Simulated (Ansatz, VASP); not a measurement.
Given: the input of a run of Ansatz 0.2.0 on GaP.

The input input.yaml:

```yaml
crystal:
  lattice:
    - [0.0, 2.72525, 2.72525]
    - [2.72525, 0.0, 2.72525]
    - [2.72525, 2.72525, 0.0]
  atoms:
    - { symbol: Ga, position: [0.0, 0.0, 0.0] }
    - { symbol: P, position: [0.75, 0.75, 0.75] }
kpoints:
  mp_grid: { grid: [8, 8, 8] }
scf:
  occupations: { method: gaussian, width: 0.019 }
hamiltonian:
  xc: pbe
  pseudopotentials: { kind: all_electron, lapw: { basis_error: 0.001 } }
output:
  forces: true
  stress: true
  eigenvalues: true
```

Potentials or basis: all-electron LAPW, scalar-relativistic.

Command:

```console
$ ansatz run input.yaml --threads 1 --pin off --max-ram 3072MiB --backend cpu --events-out ev --progress --plain --runs-dir out
```

Q: Translate it to VASP 6.6.1. Potentials there: VASP PAW PBE potentials, release 64 (Ga_d, P).

A: As run (the cutoff follows the program's own potentials):

The input INCAR:

```
ALGO = Normal
EDIFF = 1E-6
ENCUT = 520
GGA = PE
ISIF = 2
ISMEAR = 0
LASPH = True
LCHARG = True
LELF = True
LREAL = False
LVHAR = True
LWAVE = False
NBANDS = 16
NELM = 60
PREC = Accurate
SIGMA = 0.019000000000000003
```

The input KPOINTS:

```
k-points
0
Gamma
  8 8 8
```

The input POSCAR:

```
GaP
1.0
    0.0000000000      2.7252500000      2.7252500000
    2.7252500000      0.0000000000      2.7252500000
    2.7252500000      2.7252500000      0.0000000000
Ga P
1 1
Direct
    0.0000000000      0.0000000000      0.0000000000
    0.7500000000      0.7500000000      0.7500000000
```

Potentials or basis: VASP PAW PBE potentials, release 64 (Ga_d, P).

The run is started by

```sh
$ cat potpaw_PBE.64/Ga_d/POTCAR potpaw_PBE.64/P/POTCAR > POTCAR
$ mpirun -np 1 vasp_std > vasp.out
```

Both were run:

|  | VASP | Ansatz | Ansatz less VASP |
| --- | --- | --- | --- |
| gap on the k mesh at the Fermi level (eV) | 1.64 | 1.64 | +0.003 |
| least direct gap on the mesh (eV) | 1.83 | 1.83 | +0.004 |
| pressure (GPa) | 2.4 | 2.5 | +0.06 |

Ansatz ran all-electron here, and VASP with PAW potentials.
